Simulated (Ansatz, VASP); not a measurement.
## Two plane-wave programs on Ta2C3

```
Ta C
1.0
     3.02506    0.00000    0.00000
    -1.51253    2.61978    0.00000
     0.00000    0.00000    6.44142
Ta C
2 3
Cartesian
  0.0000 1.7465 1.3421
  1.5125 0.8733 5.0993
  0.0000 0.0000 0.0000
  0.0000 1.7465 3.5127
  1.5125 0.8733 2.9287
```

Alike in both runs: functional PBE; k mesh 12 × 12 × 6; occupations gaussian, width 0.1 eV; no spin polarisation.

Ansatz relaxed the structure, and its values are those at the end. VASP's run is a single point on that final structure, the one shown.

```csv
,VASP,Ansatz
version,VASP 6.6.1,Ansatz 0.2.0
potentials or method,"VASP PAW PBE potentials, release 64 (Ta_sv_GW, C), cutoff 600 eV","scalar-relativistic, plane waves, PAW"
valence electrons in the cell,38,38
```

|  | VASP | Ansatz | Ansatz less VASP |
| --- | --- | --- | --- |
| gap on the k mesh at the Fermi level (eV) | none | none | - |
| pressure (GPa) | 0.1 | 0.0 | -0.09 |
| rms of the force components (eV/Å) | 0.004 | 0.000 | -0.0043 |

A gap of «none» marks a metal or a gap that the smearing closes.

Neither program's run includes spin-orbit coupling.
